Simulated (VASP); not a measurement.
# H6C2O in VASP: further runs, part 2 of 2

VASP 6.6.1. Earlier steps stand in the parts before.

## 3. Single point, LDA

INCAR reads:

```
PREC = Accurate ; ENCUT = 520
EDIFF = 1E-6 ; ISMEAR = -1
SIGMA = 0.02 ; LREAL = Auto
LASPH = True ; NELM = 80
ALGO = Normal ; ISIF = 2
LWAVE = False ; LCHARG = False
NBANDS = 64
```

KPOINTS reads:

```
Automatic mesh
0
Gamma
  1 1 1
```

POSCAR reads:

```
H6C2O
1.0
    7.5290720000      0.0000000000      0.0000000000
    0.0000000000      7.5290720000      0.0000000000
    0.0000000000      0.0000000000      7.5290720000
C O H
8 4 24
Direct
    0.9865226418      0.5192937456      0.7238342255
    0.8163423062      0.5400267125      0.8124507243
   -0.1398711554      0.4218315351      0.3249802897
    0.0021516596      0.5524452416      0.2409061834
    0.4241425769      0.2387943693      0.9820997860
    0.3721175731      0.0814177365      0.8791256080
    0.6788884473     -0.1266822790      0.3657821309
    0.6416062962      0.0714563495      0.3837524731
    0.6939367826      0.4445966249      0.7146963132
    0.1270010434      0.4600965431      0.1319020458
    0.1889741525      0.0893602824      0.8263169751
    0.6553928559      0.1316231270      0.5565227693
    0.5803105615      0.4253645071      0.7832970650
    0.8197026141      0.4980959141      0.9521093702
    0.7863518904      0.6770422703      0.8264763572
    1.0967885551      0.5987856140      0.7792859465
    1.0209093498      0.3840978012      0.7684612393
    0.9936948405      0.5521796046      0.5786636122
    0.0878063060      0.4467615664      0.0086464839
   -0.0912197413      0.6562827398      0.1775650439
    0.0722931060      0.6265181154      0.3536292388
   -0.1865834196      0.4886525192      0.4433481311
   -0.2432437889      0.3951748635      0.2271329056
   -0.0710711758      0.3043801414      0.3803788833
    0.1505364805      0.0548938833      0.7085202532
    0.4586753852      0.0871820591      0.7624312797
    0.4017228152     -0.0413331152      0.9568908359
    0.5588072474      0.2199208614      1.0219453340
    0.4080449755      0.3528854552      0.8953029005
    0.3343971209      0.2507613156      1.1027919510
    0.7003386340      0.2533778399      0.5604010693
    0.7255475841      0.1538967883      0.2987220736
    0.5023195422      0.1043289266      0.3516768069
    0.6807744699     -0.1843255052      0.2244898176
    0.7966586055     -0.1380913876      0.4322046595
    0.5704288656     -0.2009278169      0.4391245030
```

Potentials or basis: VASP PAW LDA potentials, release 64 (C, O, H).

Run with:

```console
> cat potpaw_LDA.64/C/POTCAR potpaw_LDA.64/O/POTCAR potpaw_LDA.64/H/POTCAR > POTCAR
> mpirun -np 1 vasp_gam > vasp.out
```

OUTCAR:

```text
PREC = Accurate
   ENCUT = 520
   EDIFF = 1E-6
   ISMEAR = -1
   LREAL = Auto
   LASPH = True
   NELM = 80
   ISIF = 2

 ion  position               nearest neighbor table
   1  0.987  0.519  0.724-  17 1.10  16 1.11  18 1.12   2 1.45
   2  0.816  0.540  0.812-  15 1.06  14 1.10   9 1.38   1 1.45
   3  0.860  0.422  0.325-  22 1.08  23 1.09  24 1.11   4 1.58
   4  0.002  0.552  0.241-  21 1.14  20 1.15  10 1.43   3 1.58
   5  0.424  0.239  0.982-  28 1.07  29 1.09  30 1.14   6 1.47
   6  0.372  0.081  0.879-  26 1.09  27 1.12  11 1.44   5 1.47
   7  0.679  0.873  0.366-  35 1.02  36 1.13  34 1.15   8 1.52
   8  0.642  0.071  0.384-  32 1.09  33 1.10  12 1.38   7 1.52
   9  0.694  0.445  0.715-  13 1.01   2 1.38
  10  0.127  0.460  0.132-  19 0.98   4 1.43
  11  0.189  0.089  0.826-  25 0.97   6 1.44
  12  0.655  0.132  0.557-  31 0.98   8 1.38
  13  0.580  0.425  0.783-   9 1.01
  14  0.820  0.498  0.952-   2 1.10
  15  0.786  0.677  0.826-   2 1.06
  16  0.097  0.599  0.779-   1 1.11
  17  0.021  0.384  0.768-   1 1.10
[... 17 lines left out ...]
  35  0.797  0.862  0.432-   7 1.02
  36  0.570  0.799  0.439-   7 1.13

  LATTYP: Found a simple cubic cell.
[... 233 lines left out ...]
 k-point     1 :       0.0000    0.0000    0.0000
  band No.  band energies     occupation
      1     -23.3424      2.00000
      2     -22.5275      2.00000
      3     -22.5248      2.00000
      4     -22.1881      2.00000
      5     -16.4232      2.00000
      6     -16.0429      2.00000
[... 44 lines left out ...]
     51       4.5594      0.00000
     52       4.6379      0.00000
 [bands above 52 left out]

------------------------ aborting loop because EDIFF is reached ----------------------------------------

  FORCE on cell =-STRESS in cart. coord.  units (eV):
  Direction    XX          YY          ZZ          XY          YZ          ZX
  --------------------------------------------------------------------------------------
  -------------------------------------------------------------------------------------
  Total        2.4219261      1.9733113      0.3025640     -1.8654747      1.6239717      3.0591549
  in kB        9.0917424      7.4076735      1.1358042     -7.0028624      6.0962769     11.4838550
  external PRESSURE =       5.8784067 kB  Pullay stress =       0.0000000 kB

 VOLUME and BASIS-vectors are now :
 -----------------------------------------------------------------------------
  energy-cutoff  :      520.00
  volume of cell :      426.80
      direct lattice vectors                 reciprocal lattice vectors
     7.529072000  0.000000000  0.000000000     0.132818493  0.000000000  0.000000000
     0.000000000  7.529072000  0.000000000     0.000000000  0.132818493  0.000000000
     0.000000000  0.000000000  7.529072000     0.000000000  0.000000000  0.132818493

 POSITION                                       TOTAL-FORCE (eV/Angst)
 -----------------------------------------------------------------------------------
      7.42760      3.90980      5.44980         2.044425     -0.391821      0.526438
      6.14630      4.06590      6.11700        -0.209304      0.623984      0.418880
      6.47597      3.17600      2.44680         2.239450      1.168018     -0.405977
      0.01620      4.15940      1.81380        -1.644994     -0.594120      0.489770
      3.19340      1.79790      7.39430        -1.924343     -0.289030      1.291570
      2.80170      0.61300      6.61900        -0.374947     -0.793042     -1.370877
[... 28 lines left out ...]
      5.99810      6.48937      3.25410         2.888282     -1.013575      1.309402
      4.29480      6.01627      3.30620         0.791030      0.272900     -0.310976
 -----------------------------------------------------------------------------------
    total drift:                                0.006010     -0.002040      0.015121

  FREE ENERGIE OF THE ION-ELECTRON SYSTEM (eV)
  ---------------------------------------------------
  free  energy   TOTEN  =      -196.7492548405 eV

  energy  without entropy=     -196.7492548405  energy(sigma->0) =     -196.74925484
```

stdout:

```text
POSCAR found type information on POSCAR C O H
 POSCAR found :  3 types and      36 ions
 scaLAPACK will be used
 LDA part: xc-table for (Slater(with rela. corr.)+CA(PZ))
 , standard interpolation
 POSCAR, INCAR and KPOINTS ok, starting setup
 FFT: planning ... GRIDC
 FFT: planning ... GRID_SOFT
 FFT: planning ... GRID
 WAVECAR not read
 entering main loop
```

It took 33 s on 1 thread of AMD EPYC 7R13 (Zen 3), shared host; peak memory 0.27 GiB.

What came out:

| Quantity | Value |
| --- | --- |
| Free energy | -196.7493 eV |
| Pressure | 0.6 GPa |
| Largest force | 3.685 eV/Å |
| Band gap on the k mesh | 4.18 eV |

Forces in eV/Å, atoms in the order of the input:
```
C    2.044 -0.392  0.526
C   -0.209  0.624  0.419
C    2.239  1.168 -0.406
C   -1.645 -0.594  0.490
C   -1.924 -0.289  1.292
C   -0.375 -0.793 -1.371
C   -3.447  0.362 -1.251
C   -1.429 -0.154 -1.141
O   -1.955 -0.605  0.107
O   -0.390  1.021  0.820
O   -0.106  0.568  1.373
O    0.728 -0.610  1.275
H    1.068  0.112 -0.571
H    0.254 -0.586  0.510
H   -0.896  1.743 -0.249
H   -0.296  0.370  0.320
H    0.615 -0.599 -1.278
H   -0.284 -0.613  0.587
H   -0.252  0.061 -0.011
H    1.340 -0.581 -0.099
H   -0.080 -0.639 -0.932
H   -1.021  0.315  0.188
H   -0.229 -0.253 -0.033
H   -0.080 -0.180 -0.446
H    0.792 -0.247 -0.264
H    0.190 -0.590 -0.518
H   -0.273  0.066 -0.197
H    1.192  0.088  0.444
H   -0.200  0.885 -0.091
H    0.688  0.400 -0.702
H    0.111  0.415  0.365
H    0.236 -0.274 -0.411
H   -0.224 -0.282 -0.882
H    0.139  0.823  1.137
H    2.888 -1.014  1.309
H    0.791  0.273 -0.311
```

Caveat: the k points lie up to 0.83 Å⁻¹ apart.

## 4. Single point, LDA

INCAR reads:

```
SYSTEM = H6C2O
ALGO = Normal
EDIFF = 1E-6
ENCUT = 520
GGA = CA
ISIF = 2
ISMEAR = -1
LASPH = .TRUE.
LCHARG = .FALSE.
LREAL = Auto
LWAVE = .FALSE.
NBANDS = 64
NELM = 80
PREC = Accurate
SIGMA = 0.02
```

KPOINTS reads:

```
k-points
0
G
  1 1 1
  0 0 0
```

POSCAR reads:

```
H6C2O
1.0
    7.5290720000      0.0000000000      0.0000000000
    0.0000000000      7.5290720000      0.0000000000
    0.0000000000      0.0000000000      7.5290720000
C O H
8 4 24
Direct
    0.9962449556      0.5178991514      0.7114156964
    0.8384433035      0.5135692686      0.8125436973
   -0.1283557921      0.4525391708      0.2931835424
    0.0385970542      0.5510240837      0.2310510512
    0.4169305327      0.2191637960      0.9660951575
    0.3465500131      0.0760518693      0.8443271628
    0.6983729203     -0.1460206517      0.3781342508
    0.6553795740      0.0522773590      0.3708823611
    0.6959954693      0.4340242728      0.7201949988
    0.1229500794      0.4415550814      0.1078220530
    0.1572703781      0.0688663888      0.8591629885
    0.6576640521      0.1101729403      0.5486466327
    0.6102611318      0.3706964152      0.8042425414
    0.8522697087      0.4281271317      0.9353875219
    0.7906020822      0.6454314688      0.8706517882
    1.1204036832      0.5638410683      0.7780507345
    1.0411376063      0.3829954077      0.6770688340
    0.9981708237      0.6054531023      0.5964745722
    0.0948191225      0.3157626863      0.1051125557
   -0.0059768322      0.6737483716      0.1641503760
    0.1270807345      0.5907899406      0.3367745720
   -0.2440805454      0.5261604617      0.3563520179
   -0.1858661997      0.4080582574      0.1637917661
   -0.1056703934      0.3433225237      0.3880690741
    0.1013936379      0.1446924667      0.7770413140
    0.4018423519      0.1070118602      0.7107383221
    0.4001024296     -0.0555048484      0.8827515529
    0.5663114923      0.2034115227      1.0063922885
    0.3580255309      0.3600443720      0.9410588715
    0.3583841408      0.1758915309      1.0870795232
    0.6619939350      0.2417296581      0.5769768173
    0.7360668088      0.1345185702      0.2871934284
    0.5180585336      0.0619863909      0.3068771291
    0.6517669110     -0.2166535265      0.2648533578
    0.8527345734     -0.1768478240      0.3852533221
    0.6043639907     -0.1986566206      0.4815201661
```

Run with:

```console
> cat potpaw_LDA.64/C/POTCAR potpaw_LDA.64/O/POTCAR potpaw_LDA.64/H/POTCAR > POTCAR
> mpirun -np 1 vasp_gam > vasp.out
```

Run time: 31 s. Hardware: 1 thread of AMD EPYC 7R13 (Zen 3), shared host; peak memory 0.27 GiB.

Results (log left out):

```
Free energy            : -196.7423 eV
Pressure               : -0.7 GPa
Largest force          : 4.289 eV/Å
Band gap on the k mesh : 4.32 eV
```

Forces in eV/Å, atoms in the order of the input:
```
C    3.298  0.009 -0.809
C   -2.594 -0.067  3.415
C   -0.964  0.746  0.036
C   -2.003 -0.948  0.053
C    0.847  0.317  0.085
C    0.457  0.815 -0.573
C    1.345  0.794  0.586
C   -1.525 -0.975  0.421
O   -1.659 -1.051 -0.336
O    1.337  0.713 -0.856
O    1.315 -1.248  1.236
O   -0.067  0.694  0.514
H    1.045  0.958 -0.667
H    0.521  0.475 -0.401
H    0.516 -0.451 -0.661
H   -0.712  0.142  0.659
H   -0.316 -0.216 -0.575
H   -0.538 -0.001 -0.751
H   -0.391 -0.221  0.475
H    0.109  0.098 -0.226
H    0.569  0.049  0.695
H    1.087  0.049 -0.288
H   -0.030 -0.403  0.450
H    0.316 -0.204 -0.258
H   -0.730  1.172 -1.355
H   -0.582 -0.486 -0.275
H   -0.148  0.112  0.007
H   -1.340  0.542 -0.963
H    0.958 -1.328  0.120
H   -0.629  0.169  1.705
H    0.330 -0.654 -0.677
H    1.022  0.333 -0.614
H    0.435  0.088  0.558
H   -0.267 -0.350 -1.498
H   -2.176  0.336  0.578
H    1.165 -0.009  0.188
```

Stress tensor (GPa, compression positive):
```
-2.30  0.17  0.23
 0.17 -1.91  0.07
 0.23  0.07  2.11
```

Levels at points of the mesh, in eV from the valence-band top:
```
           k point  band 37  band 38  band 39  band 40  band 41  band 42  band 43  band 44
(0.00, 0.00, 0.00)    -0.74    -0.66    -0.16     0.00     4.32     5.50     5.64     5.81
```

Caveat: the k points lie up to 0.83 Å⁻¹ apart.

## 5. Single point, LDA

INCAR reads:

```
PREC = Accurate ; ENCUT = 520
EDIFF = 1E-7 ; ISMEAR = -1
SIGMA = 0.02 ; LREAL = Auto
LASPH = T ; NELM = 80
ALGO = Normal ; ISIF = 2
LWAVE = F ; LCHARG = F
GGA = CA ; NBANDS = 64
```

KPOINTS reads:

```
Automatic mesh
0
Gamma
  1 1 1
```

POSCAR reads:

```
H6C2O
1.0
    7.5290720000      0.0000000000      0.0000000000
    0.0000000000      7.5290720000      0.0000000000
    0.0000000000      0.0000000000      7.5290720000
C O H
8 4 24
Direct
    0.9964043377      0.5180585336      0.7159049615
    0.8469702508      0.4591136863      0.8303015299
   -0.1424079887      0.4726744544      0.2825447811
    0.0448262415      0.5102355244      0.2201732166
    0.4369462797      0.1996527593      0.9693757743
    0.3255381274      0.0706860022      0.8540893220
    0.6923828063     -0.1241454458      0.3450890096
    0.6387108531      0.0599409861      0.3922528567
    0.7203278173      0.4074472923      0.7037255056
    0.1387156345      0.4135170975      0.0947261495
    0.1339208869      0.0802489337      0.8737464591
    0.6278861459      0.0871953409      0.5774018365
    0.6066351869      0.4244082139      0.7569458759
    0.8649007474      0.3529253008      0.9282153232
    0.7791664099      0.5644520334      0.9138709259
    1.1171363483      0.5286707313      0.7870027010
    1.0351607741      0.4274896030      0.6059179670
    0.9583651212      0.6528427408      0.6777993357
    0.1430720811      0.2736990694      0.1074501612
    0.0241862477      0.6494293055      0.1633401832
    0.1141840588      0.5364538950      0.3587560326
   -0.2065726028      0.5940174300      0.3322321795
   -0.2215146834      0.4366009516      0.1771001791
   -0.1567258223      0.3655297758      0.3839649827
    0.0836490872      0.1387820438      0.7654595414
    0.3849478395      0.0913658416      0.7150416413
    0.3666056056     -0.0598214494      0.8883166478
    0.5705749659      0.2075023323      0.9378712277
    0.3792764899      0.3338658469      0.9680210257
    0.4382479009      0.1529803407      1.1097250763
    0.6773344710      0.2094282004      0.6267704705
    0.7416186218      0.1534053599      0.3249670079
    0.5052149853      0.0795051502      0.3269858490
    0.5881070071     -0.1932641898      0.2513589988
    0.8154258586     -0.1328317753      0.2835143561
    0.6872692943     -0.2084719073      0.4628326041
```

Run with:

```console
> cat potpaw_LDA.64/C/POTCAR potpaw_LDA.64/O/POTCAR potpaw_LDA.64/H/POTCAR > POTCAR
> mpirun -np 1 vasp_gam > vasp.out
```

Run time: 38 s. Hardware: 1 thread of AMD EPYC 7R13 (Zen 3), shared host; peak memory 0.27 GiB.

It converged, with:

| Item | Value |
| --- | --- |
| Free energy | -196.3853 eV |
| Pressure | -0.2 GPa |
| Largest force | 3.505 eV/Å |
| Band gap on the k mesh | 4.09 eV |

Forces on the atoms (eV/Å):
```
C    0.123  0.258  0.571
C   -0.519  0.153  0.279
C    1.102 -0.783  1.245
C   -0.192  2.428  2.201
C   -3.287 -0.674  1.004
C    1.012  1.754 -1.021
C   -3.182 -1.449 -0.248
C    0.366  1.438 -0.667
O   -0.700 -0.760 -1.031
O   -0.208 -2.498  0.292
O    0.862  0.744 -0.821
O    0.643  1.102  0.569
H   -1.364  0.008  0.282
H    0.695 -0.484 -0.056
H    0.902  0.068 -0.409
H    1.249  0.308  1.149
H   -0.809  0.180 -0.055
H    0.228  0.113 -0.872
H   -0.429  2.594 -0.113
H    0.762 -0.783  0.035
H    0.108 -0.394 -1.677
H    0.307 -0.018  0.374
H   -1.760 -0.938 -2.268
H    0.175  0.391 -0.097
H    0.444 -0.409  1.013
H   -1.105 -0.220  0.591
H    0.135 -1.457  0.372
H    2.394 -0.203 -1.045
H   -0.064  0.184  0.020
H   -0.206  0.282 -0.072
H   -0.454 -1.370 -1.114
H   -1.247 -0.577  0.694
H    0.426  0.480  0.428
H    1.236  0.890  0.877
H    2.149 -0.192 -0.901
H    0.210 -0.164  0.469
```

Stress tensor (GPa, compression positive):
```
 1.31 -0.13  0.68
-0.13 -0.82 -0.41
 0.68 -0.41 -0.96
```

Levels at points of the mesh, in eV from the valence-band top:
```csv
k point,band 36,band 37,band 38,band 39,band 40,band 41,band 42,band 43,band 44,band 45
"(0.00, 0.00, 0.00)",-1.22,-0.78,-0.62,-0.20,0.00,4.09,5.20,5.78,6.01,6.16
```

Caveat: the k points lie up to 0.83 Å⁻¹ apart.
